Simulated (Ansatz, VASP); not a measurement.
**Two plane-wave programs on B3P**

INCAR

```
ALGO = Normal
EDIFF = 1E-6
ENCUT = 500
GGA = PE
GGA_COMPAT = F
ISIF = 2
ISMEAR = 0
LASPH = T
LCHARG = F
LREAL = F
LWAVE = F
NBANDS = 24
NELM = 120
PREC = Accurate
SIGMA = 0.1
```

Contents of KPOINTS:

```
k-points
0
Gamma
  6 6 6
```

The input POSCAR:

```
B3P
1.0
   -2.8085417212      2.8085417212      0.0000000000
    2.8085417212      2.8085417212      0.0000000000
    1.4042708606     -1.4042708606     -4.6529557830
B P
6 2
Direct
    0.0000000000      0.5000000000      0.0000000000
    0.5000000000      1.0000000000      0.0000000000
    0.5000000000      0.2500000000      0.5000000000
    0.0000000000      0.7500000000      0.5000000000
    0.0000000000      0.2500000000      0.5000000000
    0.5000000000      0.7500000000      0.5000000000
    1.0000000000      0.0000000000      1.0000000000
    0.5000000000      0.5000000000      0.0000000000
```

Input for Ansatz:

```yaml
crystal:
  lattice:
    - [-2.8085417212, 2.8085417212, 0.0]
    - [2.8085417212, 2.8085417212, 0.0]
    - [1.4042708606, -1.4042708606, -4.652955783]
  atoms:
    - { symbol: B, position: [0.0, 0.5, 0.0] }
    - { symbol: B, position: [0.5, 1.0, 0.0] }
    - { symbol: B, position: [0.5, 0.25, 0.5] }
    - { symbol: B, position: [0.0, 0.75, 0.5] }
    - { symbol: B, position: [0.0, 0.25, 0.5] }
    - { symbol: B, position: [0.5, 0.75, 0.5] }
    - { symbol: P, position: [1.0, 0.0, 1.0] }
    - { symbol: P, position: [0.5, 0.5, 0.0] }
basis:
  ecutwfc: 420
kpoints:
  mp_grid: { grid: [6, 6, 6] }
hamiltonian:
  xc: pbe
scf:
  occupations: { method: gaussian, width: 0.1 }
output:
  forces: true
  stress: true
  eigenvalues: true
```

Alike in both runs: task single point; functional PBE; k mesh 6 × 6 × 6; occupations gaussian, width 0.1 eV; no spin polarisation.

|  | VASP | Ansatz |
| --- | --- | --- |
| version | VASP 6.6.1 | Ansatz 0.2.0 |
| potentials or method | VASP PAW PBE potentials, release 64 (B, P), cutoff 500 eV | scalar-relativistic, plane waves, PAW |
| valence electrons in the cell | 28 | 28 |

Ansatz gave:

* gap on the k mesh at the Fermi level (eV): none
* pressure (GPa): 0.8
* traceless stress, the component that is largest in VASP (GPa): -2.18

Question: What did VASP give for the same quantities?

Answer: gap on the k mesh at the Fermi level (eV): none; pressure (GPa): 0.7; traceless stress, the component that is largest in VASP (GPa): -2.07.

A gap of «none» marks a metal or a gap that the smearing closes.
